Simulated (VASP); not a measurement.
# Rh (I4/mmm) in VASP: notebook

The runs below take Rh through single point, with r2SCAN.

Program: VASP 6.6.1. These are calculated values, not measurements. Logs are shortened: lines on timing, memory, paths and dates and some standing lists are left out, and cuts for length are marked.

## (1) The cell of the first run

The structure is tetragonal, space group I4/mmm (No. 139). Conventional cell: a = 2.649 Å, b = 2.649 Å, c = 3.860 Å, α = 90.00°, β = 90.00°, γ = 90.00°. Rh (site symmetry 4/mmm) has 12 Rh at 2.65 to 2.69 Å within 3.5 Å.

## (2) Single point, r2SCAN (strain -0.015 along x and y, +0.015 along z)

POSCAR

```
Rh
1.0
    0.0000000000      1.8730267500      1.9300732500
    1.8730267500      0.0000000000      1.9300732500
    1.8730267500      1.8730267500      0.0000000000
Rh
1
Direct
    0.0000000000      0.0000000000      0.0000000000
```

INCAR.step1

```
PREC     = Accurate       # precision mode
ENCUT    = 520            # plane-wave cutoff, eV
ISMEAR   = 0              # smearing method
SIGMA    = 0.15           # smearing width, eV
LREAL    = F              # projectors in reciprocal space
LASPH    = T              # aspherical terms in the spheres
NELM     = 100            # most SCF steps
NBANDS   = 14             # bands
GGA      = PE             # functional
ALGO     = Normal         # electronic algorithm
EDIFF    = 1E-4           # SCF threshold, eV
LWAVE    = T              # write WAVECAR
LCHARG   = F              # write CHGCAR
```

INCAR.step2

```
PREC     = Accurate       # precision mode
ENCUT    = 520            # plane-wave cutoff, eV
EDIFF    = 1E-7           # SCF threshold, eV
ISMEAR   = 0              # smearing method
SIGMA    = 0.15           # smearing width, eV
LREAL    = F              # projectors in reciprocal space
LASPH    = T              # aspherical terms in the spheres
NELM     = 100            # most SCF steps
ALGO     = Normal         # electronic algorithm
ISIF     = 2              # what is computed and relaxed
LWAVE    = F              # write WAVECAR
LCHARG   = T              # write CHGCAR
METAGGA  = R2SCAN         # meta-GGA
LMIXTAU  = T            
LELF     = T              # ELF
LVHAR    = T            
NBANDS   = 14             # bands
ISTART   = 1
```

KPOINTS

```
Automatic mesh
0
Gamma
  8 8 8
```

Potentials or basis: VASP PAW PBE potentials, release 64 (Rh_pv).

Command:

```sh
cat potpaw_PBE.64/Rh_pv/POTCAR > POTCAR
cp INCAR.step1 INCAR
mpirun -np 1 vasp_std > vasp.out
cp INCAR.step2 INCAR
mpirun -np 1 vasp_std > vasp.out
```

OUTCAR:

```text
PREC = Accurate
   ENCUT = 520
   EDIFF = 1E-7
   ISMEAR = 0
   LREAL = F
   LASPH = T
   NELM = 100
   ISIF = 2
   METAGGA = R2SCAN
   ISTART = 1

 ion  position               nearest neighbor table
   1  0.000  0.000  0.000-

  LATTYP: Found a body centered tetragonal cell.
 ALAT       =     2.6488598325
 C/A-ratio  =     1.4572860567

  Lattice vectors:

 A1 = (  -1.8730267500,   0.0000000000,   1.9300732500)
 A2 = (   1.8730267500,   0.0000000000,   1.9300732500)
 A3 = (   0.0000000000,   1.8730267500,  -1.9300732500)

Analysis of symmetry for initial positions (statically):
=====================================================================
 Subroutine PRICEL returns:
 Original cell was already a primitive cell.

 Routine SETGRP: Setting up the symmetry group for a
 body centered tetragonal supercell.

 Subroutine GETGRP returns: Found 16 space group operations
 (whereof 16 operations were pure point group operations)
 out of a pool of 16 trial point group operations.

The static configuration has the point symmetry D_4h.

Analysis of symmetry for dynamics (positions and initial velocities):
=====================================================================
 Subroutine PRICEL returns:
 Original cell was already a primitive cell.

 Routine SETGRP: Setting up the symmetry group for a
 body centered tetragonal supercell.

 Subroutine GETGRP returns: Found 16 space group operations
 (whereof 16 operations were pure point group operations)
 out of a pool of 16 trial point group operations.

The dynamic configuration has the point symmetry D_4h.

 Subroutine INISYM returns: Found 16 space group operations
 (whereof 16 operations are pure point group operations),
 and found     1 'primitive' translations

----------------------------------------------------------------------------------------

                                     Primitive cell

  volume of cell :      13.5423

  direct lattice vectors                    reciprocal lattice vectors
     0.000000000  1.873026750  1.930073250    -0.266947602  0.266947602  0.259057525
     1.873026750  0.000000000  1.930073250     0.266947602 -0.266947602  0.259057525
     1.873026750  1.873026750  0.000000000     0.266947602  0.266947602 -0.259057525

  length of vectors
     2.689500317  2.689500317  2.648859833     0.457856797  0.457856797  0.457856797

  position of ions in fractional coordinates (direct lattice)
     0.000000000  0.000000000  0.000000000

  ion indices of the primitive-cell ions
   primitive index   ion index
                 1           1

----------------------------------------------------------------------------------------

 KPOINTS: Automatic mesh

Automatic generation of k-mesh.
 Grid dimensions read from file:
 generate k-points for:    8    8    8

 Generating k-lattice:

  Cartesian coordinates                     Fractional coordinates (reciprocal lattice)
    -0.033368450  0.033368450  0.032382191     0.125000000  0.000000000  0.000000000
     0.033368450 -0.033368450  0.032382191     0.000000000  0.125000000  0.000000000
     0.033368450  0.033368450 -0.032382191    -0.000000000 -0.000000000  0.125000000

  Length of vectors
     0.057232100  0.057232100  0.057232100

  Shift w.r.t. Gamma in fractional coordinates (k-lattice)
     0.000000000  0.000000000  0.000000000

 Subroutine IBZKPT returns following result:
 ===========================================

 Found     59 irreducible k-points:

 Following reciprocal coordinates:
            Coordinates               Weight
  0.000000  0.000000  0.000000      1.000000
  0.125000  0.000000  0.000000      8.000000
  0.250000  0.000000  0.000000      8.000000
  0.375000  0.000000  0.000000      8.000000
  0.500000  0.000000  0.000000      4.000000
  0.125000  0.125000  0.000000      2.000000
[... 16 lines left out ...]
  0.250000  0.000000  0.125000     16.000000
  0.375000  0.000000  0.125000     16.000000
 [... further k-points ...]
   k-points           NKPTS =     59   k-points in BZ     NKDIM =     59   number of bands    NBANDS=     14
   number of dos      NEDOS =    301   number of ions     NIONS =      1
   total plane-waves  NPLWV =   8000
   dimension x,y,z NGX =    20 NGY =   20 NGZ =   20
   dimension x,y,z NGXF=    40 NGYF=   40 NGZF=   40
   ions per type =               1
   NGX,Y,Z   is equivalent  to a cutoff of  12.36, 12.36, 12.55 a.u.
   NGXF,Y,Z  is equivalent  to a cutoff of  24.73, 24.73, 25.10 a.u.
 SYSTEM =  unknown system
   PREC   = accura    normal or accurate (medium, high low for compatibility)
   ISTART =      1    job   : 0-new  1-cont  2-samecut
   ICHARG =      0    charge: 1-file 2-atom 10-const
   ISPIN  =      1    spin polarized calculation?
   LNONCOLLINEAR =      F non collinear calculations
   LSORBIT =      F    spin-orbit coupling
   LASPH  =      T    aspherical Exc in radial PAW
   ENCUT  =  520.0 eV  38.22 Ry    6.18 a.u.   5.00  5.00  4.93*2*pi/ulx,y,z
   NELM   =    100;   NELMIN=  2; NELMDL=  0     # of ELM steps
   EDIFF  = 0.1E-06   stopping-criterion for ELM
   LREAL  =      F    real-space projection
   EDIFFG = 0.1E-05   stopping-criterion for IOM
   NSW    =      0    number of steps for IOM
   IBRION =     -1    ionic relax: 0-MD 1-quasi-New 2-CG
   NFREE  =      0    steps in history (QN), initial steepest desc. (CG)
   ISIF   =      2    stress and relaxation
   ISYM   =      2    0-nonsym 1-usesym 2-fastsym
   POTIM  = 0.5000    time-step for ionic-motion
   TEBEG  =    0.0;   TEEND  =   0.0 temperature during run
   PSTRESS=    0.0 pullay stress
   NELECT =      15.0000    total number of electrons
   NUPDOWN=      -1.0000    fix difference up-down
   EMIN   =  10.00;   EMAX   =-10.00  energy-range for DOS
   EFERMI =   0.00;   METHOD = LEGACY
   ISMEAR =     0;   SIGMA  =   0.15  broadening in eV -4-tet -1-fermi 0-gaus
   EFERMI_NEDOS =   21; number of points for ismear=-14 and -15
   IALGO  =     38    algorithm
   IMIX   =      4    mixing-type and parameters
     AMIX     =   0.40;   BMIX     =  1.00
     AMIX_MAG =   1.60;   BMIX_MAG =  1.00
  volume/ion in A,a.u.               =      13.54        91.39
  Fermi-wavevector in a.u.,A,eV,Ry     =   1.693849  3.200910 39.036804  2.869124
  Thomas-Fermi vector in A             =   2.775180
   LORBIT       =      0    0 simple, 1 ext, 2 COOP (PROOUT), +10 PAW based schemes
   METAGGA = R2SCAN    functional components
   LHFCALC =     F    Hartree Fock is set to
   AEXX    =    0.0000 exact exchange contribution
   IVDW    =     0    specifies the selected vdW correction
   LEPSILON=     F    determine dielectric tensor
   LRPA    =     F    only Hartree local field effects (RPA)
 non-spin polarized calculation
 Gauss-broadening in eV      SIGMA  =   0.15
  energy-cutoff  :      520.00
  volume of cell :       13.54
 maximum number of plane-waves:       374
   NGX =  9   NGY =  9   NGZ =  9

 number of electron      15.0000004 magnetization

 Free energy of the ion-electron system (eV)
  ---------------------------------------------------
  ext. energy  EPLUGINS =         0.00000000
  ---------------------------------------------------
  free energy    TOTEN  =       -24.10731843 eV

  energy without entropy =      -24.08783226  energy(sigma->0) =      -24.09757535

 E-fermi :  12.0595     XC(G=0): -15.3064

 val. band max:       12.0513977218   @ k =  -0.3750   0.2500   0.0000
 cond. band min:      12.0721005681   @ k =   0.3750   0.0000   0.0000
 fundamental gap:      0.0207028463
 Fermi energy:        12.0594743389

 k-point     1 :       0.0000    0.0000    0.0000
  band No.  band energies     occupation
      1     -35.7722      2.00000
      2     -35.7570      2.00000
      3     -35.7570      2.00000
      4       3.7274      2.00000
      5       8.5615      2.00000
      6       8.9129      2.00000
      7       8.9129      2.00000
      8      10.7284      2.00000
      9      11.1442      2.00000
     10      28.7235      0.00000
     11      29.4687      0.00000
     12      33.9193      0.00000
     13      34.8851      0.00000
     14      34.8851      0.00000

 k-point     2 :       0.1250    0.0000    0.0000
  band No.  band energies     occupation
      1     -35.8879      2.00000
      2     -35.7866      2.00000
      3     -35.7712      2.00000
      4       4.3662      2.00000
      5       8.5030      2.00000
      6       8.9410      2.00000
      7       9.1436      2.00000
      8      10.6592      2.00000
      9      11.0084      2.00000
     10      29.4685      0.00000
     11      29.5889      0.00000
     12      31.9041      0.00000
     13      35.1824      0.00000
     14      35.8337      0.00000

 k-point     3 :       0.2500    0.0000    0.0000
  band No.  band energies     occupation
      1     -36.1854      2.00000
      2     -35.8336      2.00000
      3     -35.8053      2.00000
      4       5.5852      2.00000
      5       8.6886      2.00000
      6       8.9923      2.00000
      7       9.3215      2.00000
      8      11.0795      2.00000
      9      11.1931      2.00000
     10      28.0002      0.00000
     11      29.4693      0.00000
     12      30.4159      0.00000
     13      37.4357      0.00000
     14      37.9930      0.00000
[... 324 lines left out ...]
 k-point    23 :       0.2500    0.0000    0.1250
  band No.  band energies     occupation
      1     -36.1074      2.00000
      2     -35.8634      2.00000
      3     -35.8410      2.00000
      4       5.7452      2.00000
      5       7.8822      2.00000
      6       9.2836      2.00000
      7       9.5828      2.00000
      8      10.6649      2.00000
      9      11.4458      2.00000
     10      29.4649      0.00000
     11      29.7007      0.00000
     12      31.1756      0.00000
     13      34.2600      0.00000
     14      35.5705      0.00000

 k-point    24 :       0.3750    0.0000    0.1250
  band No.  band energies     occupation
      1     -36.3856      2.00000
      2     -35.9104      2.00000
      3     -35.8869      2.00000
      4       6.1862      2.00000
      5       8.5859      2.00000
      6       8.9240      2.00000
      7       9.3700      2.00000
      8      12.3124      0.01708
      9      12.6581      0.00000
     10      25.4069      0.00000
     11      29.4688      0.00000
     12      30.1405      0.00000
     13      33.5612      0.00000
     14      35.4656      0.00000

 [... further k-points ...]

------------------------ aborting loop because EDIFF is reached ----------------------------------------

  FORCE on cell =-STRESS in cart. coord.  units (eV):
  Direction    XX          YY          ZZ          XY          YZ          ZX
  --------------------------------------------------------------------------------------
  -------------------------------------------------------------------------------------
  Total        0.7277701      0.7277701      0.0903333      0.0000000     -0.0000000      0.0000000
  in kB       86.1019614     86.1019614     10.6872656      0.0000000     -0.0000000      0.0000000
  external PRESSURE =      60.9637295 kB  Pullay stress =       0.0000000 kB

 VOLUME and BASIS-vectors are now :
 -----------------------------------------------------------------------------
  energy-cutoff  :      520.00
  volume of cell :       13.54
      direct lattice vectors                 reciprocal lattice vectors
     0.000000000  1.873026750  1.930073250    -0.266947602  0.266947602  0.259057525
     1.873026750  0.000000000  1.930073250     0.266947602 -0.266947602  0.259057525
     1.873026750  1.873026750  0.000000000     0.266947602  0.266947602 -0.259057525

 POSITION                                       TOTAL-FORCE (eV/Angst)
 -----------------------------------------------------------------------------------
      0.00000      0.00000      0.00000         0.000000      0.000000      0.000000
 -----------------------------------------------------------------------------------
    total drift:                                0.000000     -0.000000      0.000000

  FREE ENERGIE OF THE ION-ELECTRON SYSTEM (eV)
  ---------------------------------------------------
  free  energy   TOTEN  =       -24.1073184344 eV

  energy  without entropy=      -24.0878322583  energy(sigma->0) =      -24.09757535
```

It took 36 s on 1 thread of Intel Xeon 6975P-C, shared host; peak memory 0.13 GiB.

Results:

```yaml
Free_energy: -24.1073 eV
Pressure: 6.1 GPa
```

Caveat: the cell differs from its parent crystal (strain -0.015 along x and y, +0.015 along z); the PAW data sets were made with another functional, which shifts forces and pressure a little.

(Continued in part 2 of 2.)
